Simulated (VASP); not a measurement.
# PtSe2 in VASP: single point with PBE+D3(BJ)

Aim: the single point of PtSe2 with PBE+D3(BJ).

Everything below comes from runs of VASP 6.6.1. Logs are shortened: lines on timing, memory, paths and dates and some standing lists are left out, and cuts for length are marked.

## 1. The cell of the first run

The cell holds a slab with vacuum, 6 atoms: a = 3.707 Å, b = 3.707 Å, c = 22.798 Å, α = 90.00°, β = 90.00°, γ = 120.00°.

## 2. Single point, PBE+D3(BJ)

File INCAR:

```
SYSTEM = PtSe2
PREC = Accurate
ENCUT = 520
EDIFF = 1E-6
ISMEAR = 0
SIGMA = 0.05
LREAL = .FALSE.
LASPH = .TRUE.
NELM = 60
ALGO = Normal
ISIF = 2
LWAVE = .FALSE.
LCHARG = .FALSE.
LDIPOL = .TRUE.
IDIPOL = 3
DIPOL = 0.5 0.5 0.375
GGA = PE
IVDW = 12
NBANDS = 31
```

File KPOINTS:

```
Automatic mesh
0
G
  9 9 1
  0 0 0
```

File POSCAR:

```
PtSe2
1.0
    3.7070357926      0.0000000000      0.0000000000
   -1.8535178963      3.2103871691      0.0000000000
    0.0000000000      0.0000000000     22.7981614598
Se Pt
4 2
Direct
    0.6666666667      0.3333333333      0.1973843377
    0.3333333333      0.6666666667      0.3135814589
    1.1111111111     -0.1111111111      0.4368370119
    0.7777777778      0.2222222222      0.5530341331
    0.0000000000      0.0000000000      0.2554828983
    0.4444444444     -0.4444444444      0.4949355725
```

Potentials or basis: VASP PAW PBE potentials, release 64 (Se, Pt).

The run is started by

```console
> cat potpaw_PBE.64/Se/POTCAR potpaw_PBE.64/Pt/POTCAR > POTCAR
> mpirun -np 1 vasp_std > vasp.out
```

OUTCAR:

```text
SYSTEM = PtSe2
   PREC = Accurate
   ENCUT = 520
   EDIFF = 1E-6
   ISMEAR = 0
   LREAL = .FALSE.
   LASPH = .TRUE.
   NELM = 60
   ISIF = 2
   GGA = PE
   IVDW = 12
 IVDW          = 12

 ion  position               nearest neighbor table
   1  0.667  0.333  0.197-   5 2.52   5 2.52   5 2.52
   2  0.333  0.667  0.314-   5 2.52   5 2.52   5 2.52
   3  0.111  0.889  0.437-   6 2.52   6 2.52   6 2.52
   4  0.778  0.222  0.553-   6 2.52   6 2.52   6 2.52
   5  0.000  0.000  0.255-   1 2.52   2 2.52   2 2.52   1 2.52   1 2.52   2 2.52
   6  0.444  0.556  0.495-   4 2.52   3 2.52   4 2.52   3 2.52   3 2.52   4 2.52

  LATTYP: Found a hexagonal cell.
 ALAT       =     3.7070357926
 C/A-ratio  =     6.1499706869

  Lattice vectors:

 A1 = (   3.7070357926,   0.0000000000,   0.0000000000)
 A2 = (  -1.8535178963,   3.2103871691,   0.0000000000)
 A3 = (   0.0000000000,   0.0000000000,  22.7981614598)

Analysis of symmetry for initial positions (statically):
=====================================================================
 Subroutine PRICEL returns:
 Original cell was already a primitive cell.

 Routine SETGRP: Setting up the symmetry group for a
 hexagonal supercell.

 Subroutine GETGRP returns: Found  4 space group operations
 (whereof  2 operations were pure point group operations)
 out of a pool of 24 trial point group operations.

The static configuration has the point symmetry C_1h.
 The point group associated with its full space group is C_2h.

Analysis of symmetry for dynamics (positions and initial velocities):
=====================================================================
 Subroutine PRICEL returns:
 Original cell was already a primitive cell.

 Routine SETGRP: Setting up the symmetry group for a
 hexagonal supercell.

 Subroutine GETGRP returns: Found  4 space group operations
 (whereof  2 operations were pure point group operations)
 out of a pool of 24 trial point group operations.

The dynamic configuration has the point symmetry C_1h.
 The point group associated with its full space group is C_2h.

 Subroutine INISYM returns: Found  4 space group operations
 (whereof  2 operations are pure point group operations),
 and found     1 'primitive' translations

----------------------------------------------------------------------------------------

                                     Primitive cell

  volume of cell :     271.3214

  direct lattice vectors                    reciprocal lattice vectors
     3.707035793  0.000000000  0.000000000     0.269757309  0.155744455  0.000000000
    -1.853517896  3.210387169  0.000000000     0.000000000  0.311488910  0.000000000
     0.000000000  0.000000000 22.798161460     0.000000000  0.000000000  0.043863186

  length of vectors
     3.707035793  3.707035793 22.798161460     0.311488910  0.311488910  0.043863186

  position of ions in fractional coordinates (direct lattice)
     0.666666667  0.333333333  0.197384338
     0.333333333  0.666666667  0.313581459
     0.111111111  0.888888889  0.436837012
     0.777777778  0.222222222  0.553034133
     0.000000000  0.000000000  0.255482898
     0.444444444  0.555555556  0.494935572

  ion indices of the primitive-cell ions
   primitive index   ion index
                 1           1
                 2           2
                 3           3
                 4           4
                 5           5
                 6           6

----------------------------------------------------------------------------------------

 KPOINTS: Automatic mesh

Automatic generation of k-mesh.
 Grid dimensions read from file:
 generate k-points for:    9    9    1

 Generating k-lattice:

  Cartesian coordinates                     Fractional coordinates (reciprocal lattice)
     0.029973034  0.017304939  0.000000000     0.111111111  0.000000000  0.000000000
     0.000000000  0.034609879  0.000000000     0.000000000  0.111111111  0.000000000
     0.000000000  0.000000000  0.043863186     0.000000000  0.000000000  1.000000000

  Length of vectors
     0.034609879  0.034609879  0.043863186

  Shift w.r.t. Gamma in fractional coordinates (k-lattice)
     0.000000000  0.000000000  0.000000000

 Subroutine IBZKPT returns following result:
 ===========================================

 Found     25 irreducible k-points:

 Following reciprocal coordinates:
            Coordinates               Weight
  0.000000  0.000000  0.000000      1.000000
  0.111111 -0.000000  0.000000      4.000000
 -0.111111  0.111111  0.000000      2.000000
  0.222222  0.000000  0.000000      4.000000
 -0.222222  0.222222  0.000000      2.000000
  0.333333  0.000000  0.000000      4.000000
[... 16 lines left out ...]
 -0.222222 -0.444444  0.000000      4.000000
  0.444444  0.333333  0.000000      4.000000
   k-points           NKPTS =     25   k-points in BZ     NKDIM =     25   number of bands    NBANDS=     31
   number of dos      NEDOS =    301   number of ions     NIONS =      6
   total plane-waves  NPLWV = 141120
   dimension x,y,z NGX =    28 NGY =   28 NGZ =  180
   dimension x,y,z NGXF=    56 NGYF=   56 NGZF=  360
   ions per type =               4   2
   NGX,Y,Z   is equivalent  to a cutoff of  12.56, 12.56, 13.13 a.u.
   NGXF,Y,Z  is equivalent  to a cutoff of  25.11, 25.11, 26.25 a.u.
 SYSTEM =  PtSe2
   PREC   = accura    normal or accurate (medium, high low for compatibility)
   ISTART =      0    job   : 0-new  1-cont  2-samecut
   ICHARG =      2    charge: 1-file 2-atom 10-const
   ISPIN  =      1    spin polarized calculation?
   LNONCOLLINEAR =      F non collinear calculations
   LSORBIT =      F    spin-orbit coupling
   LASPH  =      T    aspherical Exc in radial PAW
   ENCUT  =  520.0 eV  38.22 Ry    6.18 a.u.   6.89  6.89 42.39*2*pi/ulx,y,z
   NELM   =     60;   NELMIN=  2; NELMDL= -5     # of ELM steps
   EDIFF  = 0.1E-05   stopping-criterion for ELM
   LREAL  =      F    real-space projection
   EDIFFG = 0.1E-04   stopping-criterion for IOM
   NSW    =      0    number of steps for IOM
   IBRION =     -1    ionic relax: 0-MD 1-quasi-New 2-CG
   NFREE  =      0    steps in history (QN), initial steepest desc. (CG)
   ISIF   =      2    stress and relaxation
   ISYM   =      2    0-nonsym 1-usesym 2-fastsym
   POTIM  = 0.5000    time-step for ionic-motion
   TEBEG  =    0.0;   TEEND  =   0.0 temperature during run
   PSTRESS=    0.0 pullay stress
   NELECT =      44.0000    total number of electrons
   NUPDOWN=      -1.0000    fix difference up-down
   EMIN   =  10.00;   EMAX   =-10.00  energy-range for DOS
   EFERMI =   0.00;   METHOD = LEGACY
   ISMEAR =     0;   SIGMA  =   0.05  broadening in eV -4-tet -1-fermi 0-gaus
   EFERMI_NEDOS =   21; number of points for ismear=-14 and -15
   IALGO  =     38    algorithm
   IMIX   =      4    mixing-type and parameters
     AMIX     =   0.40;   BMIX     =  1.00
     AMIX_MAG =   1.60;   BMIX_MAG =  1.00
  volume/ion in A,a.u.               =      45.22       305.16
  Fermi-wavevector in a.u.,A,eV,Ry     =   0.892752  1.687058 10.843938  0.797007
  Thomas-Fermi vector in A             =   2.014742
   LORBIT       =      0    0 simple, 1 ext, 2 COOP (PROOUT), +10 PAW based schemes
   GGA     = PE    functional components
   LHFCALC =     F    Hartree Fock is set to
   AEXX    =    0.0000 exact exchange contribution
   IVDW    =    12    specifies the selected vdW correction
   LEPSILON=     F    determine dielectric tensor
   LRPA    =     F    only Hartree local field effects (RPA)
 non-spin polarized calculation
 Gauss-broadening in eV      SIGMA  =   0.05
  energy-cutoff  :      520.00
  volume of cell :      271.32
 maximum number of plane-waves:      7334
   NGX = 13   NGY = 13   NGZ = 85

 dipolmoment           0.000000      0.000000      0.000000 electrons x Angstroem

 number of electron      44.0000001 magnetization

 dipolmoment           0.000000      0.000000     -0.000003 electrons x Angstroem

 Free energy of the ion-electron system (eV)
  ---------------------------------------------------
  ext. energy  EPLUGINS =         0.00000000
  ---------------------------------------------------
  free energy    TOTEN  =       -28.43298273 eV

  energy without entropy =      -28.43298273  energy(sigma->0) =      -28.43298273

 E-fermi :   0.2698     XC(G=0):  -5.4279

 val. band max:        0.0316072564   @ k =   0.1111  -0.0000   0.0000
 cond. band min:       0.5004979766   @ k =   0.2222   0.0000   0.0000
 fundamental gap:      0.4688907202
 Fermi energy:         0.2697609713

 k-point     1 :       0.0000    0.0000    0.0000
  band No.  band energies     occupation
      1     -14.8893      2.00000
      2     -14.6677      2.00000
      3     -13.1910      2.00000
      4     -12.8217      2.00000
      5      -6.2887      2.00000
      6      -5.7928      2.00000
[... 23 lines left out ...]
     30       4.8482      0.00000
     31       4.9469      0.00000

 k-point     2 :       0.1111   -0.0000    0.0000
  band No.  band energies     occupation
      1     -14.7585      2.00000
      2     -14.5354      2.00000
      3     -13.1835      2.00000
      4     -12.8372      2.00000
      5      -6.2011      2.00000
      6      -5.8030      2.00000
[... 23 lines left out ...]
     30       5.4333      0.00000
     31       5.5917      0.00000

 k-point     3 :      -0.1111    0.1111    0.0000
  band No.  band energies     occupation
      1     -14.7568      2.00000
      2     -14.5363      2.00000
      3     -13.1816      2.00000
      4     -12.8396      2.00000
      5      -6.2055      2.00000
      6      -5.8104      2.00000
[... 23 lines left out ...]
     30       5.4450      0.00000
     31       5.5860      0.00000

 k-point     4 :       0.2222    0.0000    0.0000
  band No.  band energies     occupation
      1     -14.3972      2.00000
      2     -14.1704      2.00000
      3     -13.1665      2.00000
      4     -12.8805      2.00000
      5      -6.1044      2.00000
      6      -5.7461      2.00000
[... 23 lines left out ...]
     30       5.3405      0.00000
     31       6.0912      0.00000

 k-point     5 :      -0.2222    0.2222    0.0000
  band No.  band energies     occupation
      1     -14.3889      2.00000
      2     -14.1751      2.00000
      3     -13.1593      2.00000
      4     -12.8904      2.00000
      5      -6.1332      2.00000
      6      -5.7631      2.00000
[... 23 lines left out ...]
     30       5.3850      0.00000
     31       6.1322      0.00000
[... 542 lines left out ...]
     30       6.3232      0.00000
     31       7.0445      0.00000

 k-point    22 :       0.3333    0.2222    0.0000
  band No.  band energies     occupation
      1     -13.4043      2.00000
      2     -13.1416      2.00000
      3     -13.0927      2.00000
      4     -13.0024      2.00000
      5      -6.3945      2.00000
      6      -6.2428      2.00000
[... 23 lines left out ...]
     30       7.1420      0.00000
     31       7.4371      0.00000

 k-point    23 :      -0.2222   -0.4444    0.0000
  band No.  band energies     occupation
      1     -13.3876      2.00000
      2     -13.1463      2.00000
      3     -13.0925      2.00000
      4     -13.0143      2.00000
      5      -6.4217      2.00000
      6      -6.2198      2.00000
[... 23 lines left out ...]
     30       7.1726      0.00000
     31       7.2095      0.00000

 k-point    24 :       0.4444    0.3333    0.0000
  band No.  band energies     occupation
      1     -13.3569      2.00000
      2     -13.1600      2.00000
      3     -13.0921      2.00000
      4     -13.0312      2.00000
      5      -6.4218      2.00000
      6      -6.2840      2.00000
[... 23 lines left out ...]
     30       7.0174      0.00000
     31       7.4450      0.00000

 [... further k-points ...]

------------------------ aborting loop because EDIFF is reached ----------------------------------------

 vacuum level on the upper side and lower side of the slab       (xc-potential included)        -0.292        -0.292

 Edisp (eV)   -2.20920

 E8    (eV) :    -0.9795

  FORCE on cell =-STRESS in cart. coord.  units (eV):
  Direction    XX          YY          ZZ          XY          YZ          ZX
  --------------------------------------------------------------------------------------
  -------------------------------------------------------------------------------------
  Total       0.26409     0.25320     0.58902    -0.00943     0.37718    -0.65330
  in kB       1.55946     1.49518     3.47820    -0.05567     2.22729    -3.85777
  external pressure =        2.18 kB  Pullay stress =        0.00 kB

 VOLUME and BASIS-vectors are now :
 -----------------------------------------------------------------------------
  energy-cutoff  :      520.00
  volume of cell :      271.32
      direct lattice vectors                 reciprocal lattice vectors
     3.707035793  0.000000000  0.000000000     0.269757309  0.155744455  0.000000000
    -1.853517896  3.210387169  0.000000000     0.000000000  0.311488910  0.000000000
     0.000000000  0.000000000 22.798161460     0.000000000  0.000000000  0.043863186

 POSITION                                       TOTAL-FORCE (eV/Angst)
 -----------------------------------------------------------------------------------
      1.85352      1.07013      4.50000         0.062757     -0.036233     -0.036715
     -0.00000      2.14026      7.14908         0.117223     -0.067679     -0.213847
     -1.23568      2.85368      9.95908        -0.117223      0.067679      0.213847
      2.47136      0.71342     12.60816        -0.062757      0.036233      0.036715
      0.00000      0.00000      5.82454        -0.033727      0.019472      0.048844
      0.61784      1.78355     11.28362         0.033727     -0.019472     -0.048844
 -----------------------------------------------------------------------------------
    total drift:                               -0.000007      0.000004     -0.000071

  FREE ENERGIE OF THE ION-ELECTRON SYSTEM (eV)
  ---------------------------------------------------
  free  energy   TOTEN  =       -30.6421849568 eV

  energy  without entropy=      -30.6421849568  energy(sigma->0) =      -30.64218496

 vacuum level on the upper side and lower side of the slab         4.781         4.781
```

It took 11 min on 1 thread of AMD EPYC, shared host; peak memory 0.44 GiB.

What came out:

```
Free energy                : -30.6422 eV
Largest force              : 0.253 eV/Å
Band gap on the k mesh     : 0.47 eV, indirect (least direct gap 0.94 eV)
Dispersion energy per atom : -0.368 eV
```

Forces in eV/Å, atoms in the order of the input:
```
Se   0.063 -0.036 -0.037
Se   0.117 -0.068 -0.214
Se  -0.117  0.068  0.214
Se  -0.063  0.036  0.037
Pt  -0.034  0.019  0.049
Pt   0.034 -0.019 -0.049
```

Levels at points of the mesh, in eV from the valence-band top:
```
           k point  band 18  band 19  band 20  band 21  band 22  band 23  band 24  band 25  band 26  band 27
(0.00, 0.00, 0.00)    -0.85    -0.77    -0.73    -0.73    -0.32     2.08     2.14     2.27     2.33     3.91
```

Caveat: spin-orbit coupling is left out, which moves the levels of the heavy elements.
